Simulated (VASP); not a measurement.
Wanted: the native input for a VASP 6.6.1 run.

```
Task                   : single point
Functional             : r2SCAN
Potentials or basis    : VASP PAW PBE potentials, release 64 (Ga_d, N)
Cutoff                 : 520 eV
k mesh                 : 10 × 10 × 10
Occupations            : gaussian, width 0.02 eV
Spin                   : no spin polarisation
Dipole correction      : no
Further INCAR settings : ALGO = Normal; EDIFF = 1e-06; NBANDS = 16
```

Crystal: GaN.

```
Ga N
1.0
     0.00000    2.25350    2.25350
     2.25350    0.00000    2.25350
     2.25350    2.25350    0.00000
Ga N
1 1
Direct
  0.00000 0.00000 0.00000
  0.75000 0.75000 0.75000
```

One way to write it, as run:

POSCAR

```
GaN
1.0
    0.0000000000      2.2535006075      2.2535006075
    2.2535006075      0.0000000000      2.2535006075
    2.2535006075      2.2535006075      0.0000000000
Ga N
1 1
Direct
    0.0000000000      0.0000000000      0.0000000000
    0.7500000000      0.7500000000      0.7500000000
```

INCAR.step1

```
ALGO = Normal
EDIFF = 1E-4
ENCUT = 520
GGA = PE
ISMEAR = 0
LASPH = True
LCHARG = False
LREAL = False
LWAVE = True
NBANDS = 16
NELM = 80
PREC = Accurate
SIGMA = 0.02
```

INCAR.step2

```
ALGO = Normal
EDIFF = 1E-6
ENCUT = 520
ISIF = 2
ISMEAR = 0
ISTART = 1
LASPH = True
LCHARG = False
LMIXTAU = True
LREAL = False
LWAVE = False
METAGGA = R2SCAN
NBANDS = 16
NELM = 80
PREC = Accurate
SIGMA = 0.02
```

KPOINTS

```
k-points
0
Gamma
  10 10 10
```

Potentials or basis: VASP PAW PBE potentials, release 64 (Ga_d, N).

Run with:

```console
$ cat potpaw_PBE.64/Ga_d/POTCAR potpaw_PBE.64/N/POTCAR > POTCAR
$ cp INCAR.step1 INCAR
$ mpirun -np 1 vasp_std > vasp.out
$ cp INCAR.step2 INCAR
$ mpirun -np 1 vasp_std > vasp.out
```

It gave:

* Pressure: -0.1 GPa
* Band gap on the k mesh: 2.12 eV, direct

Caveat: the PAW data sets were made with another functional, which shifts forces and pressure a little.

It took 2.6 min on 1 thread of AMD EPYC 7R13 (shared host), peak memory 0.12 GiB.
